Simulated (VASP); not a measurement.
# CoO (I-4m2) in VASP: single point with PBE

Aim: the single point of CoO with PBE.

Everything below comes from runs of VASP 6.6.1. Logs are shortened: lines on timing, memory, paths and dates and some standing lists are left out, and cuts for length are marked.

### 1 The cell of the first run

Symmetry: I-4m2, No. 119, tetragonal system. The conventional cell has a = 3.167 Å, b = 3.167 Å, c = 4.273 Å, α = 90.00°, β = 90.00°, γ = 90.00°. Within 2.5 Å of Co (site symmetry -4m2) lie 4 O at 1.91 Å. Within 2.5 Å of O (site symmetry -4m2) lie 4 Co at 1.91 Å.

### 2 Single point, PBE, collinear spin, antiferromagnetic start (10.71 Å³/atom)

INCAR

```
ALGO = Normal ; EDIFF = 1E-7
ENCUT = 520 ; GGA = PE
ISIF = 2 ; ISMEAR = 0
ISPIN = 2 ; LASPH = True
LCHARG = False ; LMAXMIX = 4
LORBIT = 11 ; LREAL = False
LWAVE = False ; MAGMOM = 2.16 -2.16 0 0
NBANDS = 27 ; NELM = 150
PREC = Accurate ; SIGMA = 0.05
```

KPOINTS

```
k-points
0
Gamma
  12 12 6
```

POSCAR

```
CoO
1.0
    0.0000000000      2.2392264224      2.2392264224
    4.2725699944      2.2392264224      2.2392264224
    4.2725699944      4.4784528448      0.0000000000
Co O
2 2
Direct
    0.0000000000      0.0000000000      0.0000000000
    0.0000000000      0.0000000000      0.5000000000
    0.2499957036      0.2500042964      0.0000000000
    0.2500042964      0.2499957036      0.5000000000
```

Potentials or basis: VASP PAW PBE potentials, release 64 (Co, O).

Command:

```console
> cat potpaw_PBE.64/Co/POTCAR potpaw_PBE.64/O/POTCAR > POTCAR
> mpirun -np 1 vasp_std > vasp.out
```

OUTCAR:

```text
EDIFF = 1E-7
   ENCUT = 520
   GGA = PE
   ISIF = 2
   ISMEAR = 0
   ISPIN = 2
   LASPH = True
   LORBIT = 11
   LREAL = False
   NELM = 150
   PREC = Accurate

 ion  position               nearest neighbor table
   1  0.000  0.000  0.000-   3 1.91   4 1.91   4 1.91   3 1.91   2 3.09   2 3.09   2 3.09   2 3.09
                             2 3.09   2 3.09   2 3.09   2 3.09
   2  0.000  0.000  0.500-   4 1.91   3 1.91   3 1.91   4 1.91   1 3.09   1 3.09   1 3.09   1 3.09
                             1 3.09   1 3.09   1 3.09   1 3.09
   3  0.250  0.250  0.000-   2 1.91   2 1.91   1 1.91   1 1.91
   4  0.250  0.250  0.500-   2 1.91   2 1.91   1 1.91   1 1.91

  LATTYP: Found a simple tetragonal cell.
 ALAT       =     3.1667443758
 C/A-ratio  =     1.3491995208

  Lattice vectors:

 A1 = (   0.0000000000,  -2.2392264224,  -2.2392264224)
 A2 = (   0.0000000000,   2.2392264224,  -2.2392264224)
 A3 = (   4.2725699944,   0.0000000000,   0.0000000000)

Analysis of symmetry for initial positions (statically):
=====================================================================
 Subroutine PRICEL returns following result:

  LATTYP: Found a body centered tetragonal cell.
 ALAT       =     3.1667443758
 C/A-ratio  =     1.3491995208

  Lattice vectors:

 A1 = (  -2.1362849972,   0.0000000000,  -2.2392264224)
 A2 = (  -2.1362849972,   0.0000000000,   2.2392264224)
 A3 = (   2.1362849972,   2.2392264224,   0.0000000000)

   2 primitive cells build up your supercell.

 Routine SETGRP: Setting up the symmetry group for a
 simple tetragonal supercell.

 Subroutine GETGRP returns: Found  8 space group operations
 (whereof  8 operations were pure point group operations)
 out of a pool of 16 trial point group operations.

The static configuration has the point symmetry D_2d.

Analysis of symmetry for dynamics (positions and initial velocities):
=====================================================================
 Subroutine PRICEL returns following result:

  LATTYP: Found a body centered tetragonal cell.
 ALAT       =     3.1667443758
 C/A-ratio  =     1.3491995208

  Lattice vectors:

 A1 = (  -2.1362849972,   0.0000000000,  -2.2392264224)
 A2 = (  -2.1362849972,   0.0000000000,   2.2392264224)
 A3 = (   2.1362849972,   2.2392264224,   0.0000000000)

   2 primitive cells build up your supercell.

 Routine SETGRP: Setting up the symmetry group for a
 simple tetragonal supercell.

 Subroutine GETGRP returns: Found  8 space group operations
 (whereof  8 operations were pure point group operations)
 out of a pool of 16 trial point group operations.

The dynamic configuration has the point symmetry D_2d.

Analysis of structural, dynamic, and magnetic symmetry:
=====================================================================
 Subroutine PRICEL returns following result:

  LATTYP: Found a body centered tetragonal cell.
 ALAT       =     3.1667443758
 C/A-ratio  =     1.3491995208

  Lattice vectors:

 A1 = (  -2.1362849972,   0.0000000000,  -2.2392264224)
 A2 = (  -2.1362849972,   0.0000000000,   2.2392264224)
 A3 = (   2.1362849972,   2.2392264224,   0.0000000000)

   2 primitive cells build up your supercell.

 Routine SETGRP: Setting up the symmetry group for a
 simple tetragonal supercell.

 Subroutine GETGRP returns: Found  8 space group operations
 (whereof  8 operations were pure point group operations)
 out of a pool of 16 trial point group operations.

The overall configuration has the point symmetry D_2d.

 Subroutine INISYM returns: Found  8 space group operations
 (whereof  8 operations are pure point group operations),
 and found     2 'primitive' translations

----------------------------------------------------------------------------------------

                                     Primitive cell

  volume of cell :      21.4232

  direct lattice vectors                    reciprocal lattice vectors
    -2.136284997  0.000000000 -2.239226422    -0.234051169  0.223291399 -0.223291399
    -2.136284997  0.000000000  2.239226422    -0.234051169  0.223291399  0.223291399
     2.136284997  2.239226422  0.000000000     0.000000000  0.446582798  0.000000000

  length of vectors
     3.094809939  3.094809939  3.094809939     0.393062396  0.393062396  0.446582798

  position of ions in fractional coordinates (direct lattice)
     0.000000000  0.000000000  0.000000000
     0.749995704  0.249995704  0.500000000

  ion indices of the primitive-cell ions
   primitive index   ion index
                 1           1
                 2           3

----------------------------------------------------------------------------------------

 KPOINTS: k-points

Automatic generation of k-mesh.
 Grid dimensions read from file:
 generate k-points for:   12   12    6

 Generating k-lattice:

  Cartesian coordinates                     Fractional coordinates (reciprocal lattice)
    -0.019504264  0.018607617  0.018607617     0.083333333  0.000000000  0.000000000
     0.019504264 -0.018607617  0.018607617     0.000000000  0.083333333  0.000000000
     0.000000000  0.037215233 -0.037215233     0.000000000  0.000000000  0.166666667

  Length of vectors
     0.032755200  0.032755200  0.052630287

  Shift w.r.t. Gamma in fractional coordinates (k-lattice)
     0.000000000  0.000000000  0.000000000

 Subroutine IBZKPT returns following result:
 ===========================================

 Found    100 irreducible k-points:

 Following reciprocal coordinates:
            Coordinates               Weight
  0.000000  0.000000  0.000000      1.000000
  0.083333 -0.000000 -0.000000      8.000000
  0.166667 -0.000000 -0.000000      8.000000
  0.250000 -0.000000 -0.000000      8.000000
  0.333333  0.000000  0.000000      8.000000
  0.416667 -0.000000 -0.000000      8.000000
[... 16 lines left out ...]
  0.500000  0.166667  0.000000      8.000000
 -0.416667  0.166667  0.000000     16.000000
 [... further k-points ...]
   k-points           NKPTS =    100   k-points in BZ     NKDIM =    100   number of bands    NBANDS=     27
   number of dos      NEDOS =    301   number of ions     NIONS =      4
   total plane-waves  NPLWV =  46080
   dimension x,y,z NGX =    24 NGY =   40 NGZ =   48
   dimension x,y,z NGXF=    48 NGYF=   80 NGZF=   96
   ions per type =               2   2
   NGX,Y,Z   is equivalent  to a cutoff of  12.60, 12.50, 12.89 a.u.
   NGXF,Y,Z  is equivalent  to a cutoff of  25.20, 25.01, 25.78 a.u.
 SYSTEM =  unknown system
   PREC   = accura    normal or accurate (medium, high low for compatibility)
   ISTART =      0    job   : 0-new  1-cont  2-samecut
   ICHARG =      2    charge: 1-file 2-atom 10-const
   ISPIN  =      2    spin polarized calculation?
   LNONCOLLINEAR =      F non collinear calculations
   LSORBIT =      F    spin-orbit coupling
   LASPH  =      T    aspherical Exc in radial PAW
   ENCUT  =  520.0 eV  38.22 Ry    6.18 a.u.   5.89  9.89 11.51*2*pi/ulx,y,z
   NELM   =    150;   NELMIN=  2; NELMDL= -5     # of ELM steps
   EDIFF  = 0.1E-06   stopping-criterion for ELM
   LREAL  =      F    real-space projection
   EDIFFG = 0.1E-05   stopping-criterion for IOM
   NSW    =      0    number of steps for IOM
   IBRION =     -1    ionic relax: 0-MD 1-quasi-New 2-CG
   NFREE  =      0    steps in history (QN), initial steepest desc. (CG)
   ISIF   =      2    stress and relaxation
   ISYM   =      2    0-nonsym 1-usesym 2-fastsym
   POTIM  = 0.5000    time-step for ionic-motion
   TEBEG  =    0.0;   TEEND  =   0.0 temperature during run
   PSTRESS=    0.0 pullay stress
   NELECT =      30.0000    total number of electrons
   NUPDOWN=      -1.0000    fix difference up-down
   EMIN   =  10.00;   EMAX   =-10.00  energy-range for DOS
   EFERMI =   0.00;   METHOD = LEGACY
   ISMEAR =     0;   SIGMA  =   0.05  broadening in eV -4-tet -1-fermi 0-gaus
   EFERMI_NEDOS =   21; number of points for ismear=-14 and -15
   IALGO  =     38    algorithm
   IMIX   =      4    mixing-type and parameters
     AMIX     =   0.40;   BMIX     =  1.00
     AMIX_MAG =   1.60;   BMIX_MAG =  1.00
  volume/ion in A,a.u.               =      10.71        72.29
  Fermi-wavevector in a.u.,A,eV,Ry     =   1.453707  2.747108 28.752698  2.113264
  Thomas-Fermi vector in A             =   2.570942
   LORBIT       =     11    0 simple, 1 ext, 2 COOP (PROOUT), +10 PAW based schemes
   GGA     = PE    functional components
   LHFCALC =     F    Hartree Fock is set to
   AEXX    =    0.0000 exact exchange contribution
   IVDW    =     0    specifies the selected vdW correction
   LEPSILON=     F    determine dielectric tensor
   LRPA    =     F    only Hartree local field effects (RPA)
 spin polarized calculation
 Gauss-broadening in eV      SIGMA  =   0.05
  energy-cutoff  :      520.00
  volume of cell :       42.85
 maximum number of plane-waves:      1176
   NGX = 11   NGY = 19   NGZ = 23

 number of electron      30.0000000 magnetization       0.0000000

 number of electron      29.9999998 magnetization      -0.0000000

 Free energy of the ion-electron system (eV)
  ---------------------------------------------------
  ext. energy  EPLUGINS =         0.00000000
  ---------------------------------------------------
  free energy    TOTEN  =       -26.86068030 eV

  energy without entropy =      -26.85793305  energy(sigma->0) =      -26.85930668

 E-fermi :   7.0973     XC(G=0): -11.5627

 val. band max:        7.0891915037   @ k =  -0.0833   0.4167   0.3333
 cond. band min:       7.0980327336   @ k =  -0.4167   0.4167   0.0000
 fundamental gap:      0.0088412300
 Fermi energy:         7.0972779881

 spin component 1

 k-point     1 :       0.0000    0.0000    0.0000
  band No.  band energies     occupation
      1     -13.4952      1.00000
      2     -12.5152      1.00000
      3      -0.4358      1.00000
      4       0.6894      1.00000
      5       0.6895      1.00000
      6       0.8020      1.00000
[... 19 lines left out ...]
     26      21.8634      0.00000
     27      21.8634      0.00000

 k-point     2 :       0.0833   -0.0000   -0.0000
  band No.  band energies     occupation
      1     -13.4483      1.00000
      2     -12.5327      1.00000
      3      -0.3812      1.00000
      4       0.5920      1.00000
      5       0.7038      1.00000
      6       0.8074      1.00000
[... 652 lines left out ...]
 k-point    24 :      -0.4167    0.1667    0.0000
  band No.  band energies     occupation
      1     -12.7615      1.00000
      2     -12.7034      1.00000
      3      -0.2265      1.00000
      4      -0.1126      1.00000
      5       0.6626      1.00000
      6       1.0009      1.00000
[... 19 lines left out ...]
     26      21.8719      0.00000
     27      26.2238      0.00000

 [... further k-points ...]

 spin component 2

 k-point     1 :       0.0000    0.0000    0.0000
  band No.  band energies     occupation
      1     -13.4952      1.00000
      2     -12.5152      1.00000
      3      -0.4359      1.00000
      4       0.6890      1.00000
      5       0.6890      1.00000
      6       0.8018      1.00000
[... 19 lines left out ...]
     26      21.8640      0.00000
     27      21.8640      0.00000

 k-point     2 :       0.0833   -0.0000   -0.0000
  band No.  band energies     occupation
      1     -13.4483      1.00000
      2     -12.5327      1.00000
      3      -0.3812      1.00000
      4       0.5917      1.00000
      5       0.7034      1.00000
      6       0.8071      1.00000
[... 652 lines left out ...]
 k-point    24 :      -0.4167    0.1667    0.0000
  band No.  band energies     occupation
      1     -12.7615      1.00000
      2     -12.7034      1.00000
      3      -0.2266      1.00000
      4      -0.1127      1.00000
      5       0.6623      1.00000
      6       1.0007      1.00000
[... 19 lines left out ...]
     26      21.8719      0.00000
     27      26.2239      0.00000

 [... further k-points ...]

------------------------ aborting loop because EDIFF is reached ----------------------------------------

  FORCE on cell =-STRESS in cart. coord.  units (eV):
  Direction    XX          YY          ZZ          XY          YZ          ZX
  --------------------------------------------------------------------------------------
  -------------------------------------------------------------------------------------
  Total        2.0605915      2.0624757      2.0624757     -0.0000000      0.0000000      0.0000000
  in kB       77.0525968     77.1230526     77.1230526     -0.0000000      0.0000000      0.0000000
  external PRESSURE =      77.0995673 kB  Pullay stress =       0.0000000 kB

 VOLUME and BASIS-vectors are now :
 -----------------------------------------------------------------------------
  energy-cutoff  :      520.00
  volume of cell :       42.85
      direct lattice vectors                 reciprocal lattice vectors
     0.000000000  2.239226422  2.239226422    -0.234051169  0.223291399  0.223291399
     4.272569994  2.239226422  2.239226422     0.234051169 -0.223291399  0.223291399
     4.272569994  4.478452845  0.000000000     0.000000000  0.223291399 -0.223291399

 POSITION                                       TOTAL-FORCE (eV/Angst)
 -----------------------------------------------------------------------------------
      0.00000      0.00000      0.00000         0.000000     -0.000000      0.000000
      2.13628      2.23923      0.00000         0.000000     -0.000000      0.000000
      1.06816      1.11961      1.11961        -0.000000     -0.000000     -0.000000
      3.20441      3.35884      1.11961         0.000000      0.000000     -0.000000
 -----------------------------------------------------------------------------------
    total drift:                               -0.000010     -0.000006     -0.000019

  FREE ENERGIE OF THE ION-ELECTRON SYSTEM (eV)
  ---------------------------------------------------
  free  energy   TOTEN  =       -26.8606802985 eV

  energy  without entropy=      -26.8579330536  energy(sigma->0) =      -26.85930668

 total charge

# of ion       s       p       d       tot
------------------------------------------
    1        0.372   0.501   7.272   8.145
    2        0.372   0.501   7.272   8.145
    3        1.554   3.463   0.000   5.017
    4        1.554   3.463   0.000   5.017
--------------------------------------------------
tot          3.851   7.929  14.544  26.324

 magnetization (x)

# of ion       s       p       d       tot
------------------------------------------
    1        0.007   0.049   2.025   2.081
    2       -0.007  -0.049  -2.025  -2.081
    3        0.000   0.000   0.000   0.000
    4        0.000   0.000   0.000   0.000
--------------------------------------------------
tot          0.000   0.000  -0.000  -0.000
```

It took 7.3 min on 1 thread of Intel Xeon Platinum 8488C (Sapphire Rapids), shared host; peak memory 0.34 GiB.

What came out:

| Property | Result |
| --- | --- |
| Free energy | -26.8607 eV |
| Pressure | 7.7 GPa |
| Band gap on the k mesh | zero (filled and empty bands overlap) |
| Net moment | 0.00 μB per cell |
| Site moments | Co +2.08, -2.08; O +0.00 μB |
| Valence electrons inside the program's atomic spheres | Co 8.14; O 5.02 |

Levels at points of the mesh, in eV from the Fermi level:
Spin up:
```tsv
k point	band 13	band 14	band 15	band 16	band 17	band 18
(0.00, 0.00, 0.00)	-1.09	-0.87	-0.54	0.25	1.58	1.82
(0.50, 0.00, 0.00)	-1.23	-0.76	-0.25	0.59	1.18	1.40
(0.50, 0.50, 0.00)	-1.57	-0.65	-0.50	-0.15	-0.15	0.66
(0.00, 0.00, 0.50)	-1.33	-0.68	0.20	0.48	0.54	1.49
(0.50, 0.00, 0.50)	-1.73	-0.62	-0.14	-0.14	0.14	0.76
(0.00, 0.50, 0.50)	-0.64	-0.64	0.10	1.40	1.57	1.57
```
Spin down:
```
           k point  band 12  band 13  band 14  band 15  band 16  band 17  band 18  band 19
(0.00, 0.00, 0.00)    -1.09    -1.09    -0.87    -0.54     0.24     1.58     1.82     1.82
(0.50, 0.00, 0.00)    -1.41    -1.23    -0.76    -0.25     0.59     1.18     1.40     5.77
(0.50, 0.50, 0.00)    -1.85    -1.57    -0.65    -0.50    -0.15    -0.15     0.66     5.71
(0.00, 0.00, 0.50)    -1.97    -1.33    -0.68     0.20     0.48     0.54     1.49     5.49
(0.50, 0.00, 0.50)    -1.92    -1.73    -0.62    -0.14    -0.14     0.14     0.76     7.46
(0.00, 0.50, 0.50)    -0.92    -0.64    -0.64     0.10     1.40     1.57     1.57     3.23
```

Caveat: the cell stands under pressure; semilocal functionals often make such compounds metallic where correlation or magnetic order opens a gap, which also shifts bond lengths. With open d or f shells a metallic result of PBE can be an artefact of self-interaction; +U or a hybrid may open a gap.
